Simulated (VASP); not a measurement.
# PtSe2 in VASP: single point with PBEsol

Aim: the single point of PtSe2 with PBEsol.

All numbers are computed with VASP 6.6.1; they aren't measurements. Logs are shortened: lines on timing, memory, paths and dates and some standing lists are left out, and cuts for length are marked.

### 1 The cell of the first run

The cell holds a slab with vacuum, 18 atoms: a = 3.761 Å, b = 4.863 Å, c = 33.456 Å, α = 90.00°, β = 90.00°, γ = 90.00°.

### 2 Single point, PBEsol (atoms taken out)

Input file INCAR:

```
PREC = Accurate ; ENCUT = 520
EDIFF = 1E-6 ; ISMEAR = 0
SIGMA = 0.1 ; LREAL = Auto
LASPH = T ; NELM = 60
ALGO = Normal ; ISIF = 2
LWAVE = F ; LCHARG = F
LDIPOL = T ; IDIPOL = 3
DIPOL = 0.5 0.5 0.500 ; GGA = PS
NBANDS = 81
```

Input file KPOINTS:

```
regular mesh
0
Gamma
  9 7 1
```

Input file POSCAR:

```
PtSe2
1.0
    3.7607248976      0.0000000000      0.0000000000
    0.0000000000      4.8633103208      0.0000000000
    0.0000000000      0.0000000000     33.4556720218
Se Pt
12 6
Direct
    0.0000000000      0.2606754617      0.2241772335
    0.0000000000      0.7393245383      0.2890767080
    0.5000000000      0.2606754617      0.3215264452
    0.5000000000      0.7393245383      0.3864259197
    0.0000000000      0.2606754617      0.4188756569
    0.0000000000      0.7393245383      0.4837751314
    0.5000000000      0.2606754617      0.5162248686
    0.5000000000      0.7393245383      0.5811243431
    0.0000000000      0.2606754617      0.6135740803
    0.0000000000      0.7393245383      0.6784735548
    0.5000000000      0.2606754617      0.7109232920
    0.5000000000      0.7393245383      0.7758227665
    0.5000000000      0.0000000000      0.2566269708
    0.0000000000      0.0000000000      0.3539761825
    0.5000000000      0.0000000000      0.4513253942
    0.0000000000      0.0000000000      0.5486746058
    0.5000000000      0.0000000000      0.6460238175
    0.0000000000      0.0000000000      0.7433730292
```

Potentials or basis: VASP PAW PBE potentials, release 64 (Se, Pt).

Command:

```sh
$ cat potpaw_PBE.64/Se/POTCAR potpaw_PBE.64/Pt/POTCAR > POTCAR
$ mpirun -np 1 vasp_std > vasp.out
```

OUTCAR:

```text
PREC = Accurate
   ENCUT = 520
   EDIFF = 1E-6
   ISMEAR = 0
   LREAL = Auto
   LASPH = T
   NELM = 60
   ISIF = 2
   GGA = PS

 ion  position               nearest neighbor table
   1  0.000  0.261  0.224-  13 2.51  13 2.51
   2  0.000  0.739  0.289-  13 2.51  13 2.51  14 2.51
   3  0.500  0.261  0.322-  13 2.51  14 2.51  14 2.51
   4  0.500  0.739  0.386-  14 2.51  14 2.51  15 2.51
   5  0.000  0.261  0.419-  14 2.51  15 2.51  15 2.51
   6  0.000  0.739  0.484-  16 2.51  15 2.51  15 2.51
   7  0.500  0.261  0.516-  15 2.51  16 2.51  16 2.51
   8  0.500  0.739  0.581-  17 2.51  16 2.51  16 2.51
   9  0.000  0.261  0.614-  17 2.51  17 2.51  16 2.51
  10  0.000  0.739  0.678-  18 2.51  17 2.51  17 2.51
  11  0.500  0.261  0.711-  18 2.51  18 2.51  17 2.51
  12  0.500  0.739  0.776-  18 2.51  18 2.51
  13  0.500  0.000  0.257-   3 2.51   2 2.51   2 2.51   1 2.51   1 2.51
  14  0.000  0.000  0.354-   5 2.51   4 2.51   4 2.51   3 2.51   3 2.51   2 2.51
  15  0.500  0.000  0.451-   7 2.51   6 2.51   6 2.51   5 2.51   5 2.51   4 2.51
  16  0.000  0.000  0.549-   6 2.51   7 2.51   7 2.51   8 2.51   8 2.51   9 2.51
  17  0.500  0.000  0.646-   8 2.51   9 2.51   9 2.51  10 2.51  10 2.51  11 2.51
  18  0.000  0.000  0.743-  10 2.51  11 2.51  11 2.51  12 2.51  12 2.51

  LATTYP: Found a simple orthorhombic cell.
 ALAT       =     3.7607248976
 B/A-ratio  =     1.2931842805
 C/A-ratio  =     8.8960700218

  Lattice vectors:

 A1 = (   3.7607248976,   0.0000000000,   0.0000000000)
 A2 = (   0.0000000000,   4.8633103208,   0.0000000000)
 A3 = (   0.0000000000,   0.0000000000,  33.4556720218)

Analysis of symmetry for initial positions (statically):
=====================================================================
 Subroutine PRICEL returns:
 Original cell was already a primitive cell.

 Routine SETGRP: Setting up the symmetry group for a
 simple orthorhombic supercell.

 Subroutine GETGRP returns: Found  4 space group operations
 (whereof  2 operations were pure point group operations)
 out of a pool of  8 trial point group operations.

The static configuration has the point symmetry C_1h.
 The point group associated with its full space group is C_2h.

Analysis of symmetry for dynamics (positions and initial velocities):
=====================================================================
 Subroutine PRICEL returns:
 Original cell was already a primitive cell.

 Routine SETGRP: Setting up the symmetry group for a
 simple orthorhombic supercell.

 Subroutine GETGRP returns: Found  4 space group operations
 (whereof  2 operations were pure point group operations)
 out of a pool of  8 trial point group operations.

The dynamic configuration has the point symmetry C_1h.
 The point group associated with its full space group is C_2h.

 Subroutine INISYM returns: Found  4 space group operations
 (whereof  2 operations are pure point group operations),
 and found     1 'primitive' translations

----------------------------------------------------------------------------------------

                                     Primitive cell

  volume of cell :     611.8899

  direct lattice vectors                    reciprocal lattice vectors
     3.760724898  0.000000000  0.000000000     0.265906182  0.000000000  0.000000000
     0.000000000  4.863310321  0.000000000     0.000000000  0.205621261  0.000000000
     0.000000000  0.000000000 33.455672022     0.000000000  0.000000000  0.029890298

  length of vectors
     3.760724898  4.863310321 33.455672022     0.265906182  0.205621261  0.029890298

  position of ions in fractional coordinates (direct lattice)
     0.000000000  0.260675462  0.224177234
     0.000000000  0.739324538  0.289076708
     0.500000000  0.260675462  0.321526445
     0.500000000  0.739324538  0.386425920
     0.000000000  0.260675462  0.418875657
     0.000000000  0.739324538  0.483775131
[... 10 lines left out ...]
     0.500000000  0.000000000  0.646023818
     0.000000000  0.000000000  0.743373029

  ion indices of the primitive-cell ions
   primitive index   ion index
                 1           1
                 2           2
                 3           3
                 4           4
                 5           5
                 6           6
[... 10 lines left out ...]
                17          17
                18          18

----------------------------------------------------------------------------------------

 KPOINTS: regular mesh

Automatic generation of k-mesh.
 Grid dimensions read from file:
 generate k-points for:    9    7    1

 Generating k-lattice:

  Cartesian coordinates                     Fractional coordinates (reciprocal lattice)
     0.029545131  0.000000000  0.000000000     0.111111111  0.000000000  0.000000000
     0.000000000  0.029374466  0.000000000     0.000000000  0.142857143  0.000000000
     0.000000000  0.000000000  0.029890298     0.000000000  0.000000000  1.000000000

  Length of vectors
     0.029545131  0.029374466  0.029890298

  Shift w.r.t. Gamma in fractional coordinates (k-lattice)
     0.000000000  0.000000000  0.000000000

 Subroutine IBZKPT returns following result:
 ===========================================

 Found     20 irreducible k-points:

 Following reciprocal coordinates:
            Coordinates               Weight
  0.000000  0.000000  0.000000      1.000000
  0.111111  0.000000  0.000000      2.000000
  0.222222  0.000000  0.000000      2.000000
  0.333333  0.000000  0.000000      2.000000
  0.444444  0.000000  0.000000      2.000000
  0.000000  0.142857  0.000000      2.000000
[... 12 lines left out ...]
  0.333333  0.428571  0.000000      4.000000
  0.444444  0.428571  0.000000      4.000000
   k-points           NKPTS =     20   k-points in BZ     NKDIM =     20   number of bands    NBANDS=     81
   number of dos      NEDOS =    301   number of ions     NIONS =     18
   total plane-waves  NPLWV = 252000
   dimension x,y,z NGX =    28 NGY =   36 NGZ =  250
   dimension x,y,z NGXF=    56 NGYF=   72 NGZF=  500
   ions per type =              12   6
   NGX,Y,Z   is equivalent  to a cutoff of  12.38, 12.31, 12.42 a.u.
   NGXF,Y,Z  is equivalent  to a cutoff of  24.76, 24.61, 24.85 a.u.
 SYSTEM =  unknown system
   PREC   = accura    normal or accurate (medium, high low for compatibility)
   ISTART =      0    job   : 0-new  1-cont  2-samecut
   ICHARG =      2    charge: 1-file 2-atom 10-const
   ISPIN  =      1    spin polarized calculation?
   LNONCOLLINEAR =      F non collinear calculations
   LSORBIT =      F    spin-orbit coupling
   LASPH  =      T    aspherical Exc in radial PAW
   ENCUT  =  520.0 eV  38.22 Ry    6.18 a.u.   6.99  9.04 62.21*2*pi/ulx,y,z
   NELM   =     60;   NELMIN=  2; NELMDL= -5     # of ELM steps
   EDIFF  = 0.1E-05   stopping-criterion for ELM
   LREAL  =      T    real-space projection
   EDIFFG = 0.1E-04   stopping-criterion for IOM
   NSW    =      0    number of steps for IOM
   IBRION =     -1    ionic relax: 0-MD 1-quasi-New 2-CG
   NFREE  =      0    steps in history (QN), initial steepest desc. (CG)
   ISIF   =      2    stress and relaxation
   ISYM   =      2    0-nonsym 1-usesym 2-fastsym
   POTIM  = 0.5000    time-step for ionic-motion
   TEBEG  =    0.0;   TEEND  =   0.0 temperature during run
   PSTRESS=    0.0 pullay stress
   NELECT =     132.0000    total number of electrons
   NUPDOWN=      -1.0000    fix difference up-down
   EMIN   =  10.00;   EMAX   =-10.00  energy-range for DOS
   EFERMI =   0.00;   METHOD = LEGACY
   ISMEAR =     0;   SIGMA  =   0.10  broadening in eV -4-tet -1-fermi 0-gaus
   EFERMI_NEDOS =   21; number of points for ismear=-14 and -15
   IALGO  =     38    algorithm
   IMIX   =      4    mixing-type and parameters
     AMIX     =   0.40;   BMIX     =  1.00
     AMIX_MAG =   1.60;   BMIX_MAG =  1.00
  volume/ion in A,a.u.               =      33.99       229.40
  Fermi-wavevector in a.u.,A,eV,Ry     =   0.981842  1.855413 13.116209  0.964014
  Thomas-Fermi vector in A             =   2.112880
   LORBIT       =      0    0 simple, 1 ext, 2 COOP (PROOUT), +10 PAW based schemes
   GGA     = PS    functional components
   LHFCALC =     F    Hartree Fock is set to
   AEXX    =    0.0000 exact exchange contribution
   IVDW    =     0    specifies the selected vdW correction
   LEPSILON=     F    determine dielectric tensor
   LRPA    =     F    only Hartree local field effects (RPA)
 non-spin polarized calculation
 Gauss-broadening in eV      SIGMA  =   0.10
  energy-cutoff  :      520.00
  volume of cell :      611.89
 maximum number of plane-waves:     16561
 NGX is ok and might be reduce to    28
   NGX = 13   NGY = 19   NGZ =125

 number of electron     131.9999987 magnetization

 dipolmoment           0.000000      0.000000      0.000000 electrons x Angstroem

 Free energy of the ion-electron system (eV)
  ---------------------------------------------------
  ext. energy  EPLUGINS =         0.00000000
  ---------------------------------------------------
  free energy    TOTEN  =       -93.05906292 eV

  energy without entropy =      -93.04184444  energy(sigma->0) =      -93.05045368

 E-fermi :   1.3311     XC(G=0):  -6.9099

 val. band max:        1.2871254028   @ k =   0.4444   0.1429   0.0000
 cond. band min:       1.3577592199   @ k =   0.3333   0.2857   0.0000
 fundamental gap:      0.0706338171
 Fermi energy:         1.3310852471

 k-point     1 :       0.0000    0.0000    0.0000
  band No.  band energies     occupation
      1     -14.1936      2.00000
      2     -13.9312      2.00000
      3     -13.5755      2.00000
      4     -13.1041      2.00000
      5     -12.6833      2.00000
      6     -12.1331      2.00000
[... 70 lines left out ...]
     77       4.0292      0.00000
     78       4.0613      0.00000
[... 1537 lines left out ...]
     77       3.5955      0.00000
     78       3.6688      0.00000
 [bands above 78 left out]

------------------------ aborting loop because EDIFF is reached ----------------------------------------

 vacuum level on the upper side and lower side of the slab       (xc-potential included)        -0.195        -0.195

  FORCE on cell =-STRESS in cart. coord.  units (eV):
  Direction    XX          YY          ZZ          XY          YZ          ZX
  --------------------------------------------------------------------------------------
  -------------------------------------------------------------------------------------
  Total       -7.4956026     -3.8548182     -3.8007198      0.0000000      1.7659010      0.0000000
  in kB      -19.6265439    -10.0934858     -9.9518342      0.0000000      4.6238489      0.0000000
  external PRESSURE =     -13.2239547 kB  Pullay stress =       0.0000000 kB

 VOLUME and BASIS-vectors are now :
 -----------------------------------------------------------------------------
  energy-cutoff  :      520.00
  volume of cell :      611.89
      direct lattice vectors                 reciprocal lattice vectors
     3.760724898  0.000000000  0.000000000     0.265906182  0.000000000  0.000000000
     0.000000000  4.863310321  0.000000000     0.000000000  0.205621261  0.000000000
     0.000000000  0.000000000 33.455672022     0.000000000  0.000000000  0.029890298

 POSITION                                       TOTAL-FORCE (eV/Angst)
 -----------------------------------------------------------------------------------
      0.00000      1.26775      7.50000         0.000000     -0.802504      0.684745
      0.00000      3.59556      9.67126         0.000000     -0.049106     -0.692034
      1.88036      1.26775     10.75688         0.000000     -0.298972     -0.075200
      1.88036      3.59556     12.92814         0.000000     -0.169473     -0.350881
      0.00000      1.26775     14.01377         0.000000      0.072724      0.247602
      0.00000      3.59556     16.18502         0.000000      0.005399     -0.030277
[... 10 lines left out ...]
      1.88036      0.00000     21.61316         0.000000     -0.320644      0.011736
      0.00000      0.00000     24.87004         0.000000     -0.915275     -0.192179
 -----------------------------------------------------------------------------------
    total drift:                                0.000000     -0.000000      0.000000

  FREE ENERGIE OF THE ION-ELECTRON SYSTEM (eV)
  ---------------------------------------------------
  free  energy   TOTEN  =       -93.0590629208 eV

  energy  without entropy=      -93.0418444362  energy(sigma->0) =      -93.05045368

 vacuum level on the upper side and lower side of the slab         6.743         6.743
```

It took 26 min on 1 thread of Intel Xeon 6975P-C (Granite Rapids), shared host; peak memory 0.91 GiB.

Results:

- Free energy: -93.0591 eV
- Largest force: 1.055 eV/Å
- Band gap on the k mesh: zero (bands 66 and 67 overlap by 0.25 eV)

Forces on the atoms (eV/Å):
```
Se   0.000 -0.803  0.685
Se   0.000 -0.049 -0.692
Se   0.000 -0.299 -0.075
Se   0.000 -0.169 -0.351
Se   0.000  0.073  0.248
Se   0.000  0.005 -0.030
Se   0.000 -0.005  0.030
Se   0.000 -0.073 -0.248
Se   0.000  0.169  0.351
Se   0.000  0.299  0.075
Se   0.000  0.049  0.692
Se   0.000  0.803 -0.685
Pt   0.000  0.915  0.192
Pt   0.000  0.321 -0.012
Pt   0.000  0.004  0.071
Pt   0.000 -0.004 -0.071
Pt   0.000 -0.321  0.012
Pt   0.000 -0.915 -0.192
```

Levels at points of the mesh, in eV from the Fermi level:
```
           k point  band 64  band 65  band 66  band 67  band 68  band 69
(0.00, 0.00, 0.00)    -0.52    -0.12     0.18     0.64     0.84     1.13
```

Caveat: the cell differs from its parent crystal (atoms taken out); the PAW data sets were made with another functional, which shifts forces and pressure a little; spin-orbit coupling is left out, which moves the levels of the heavy elements.
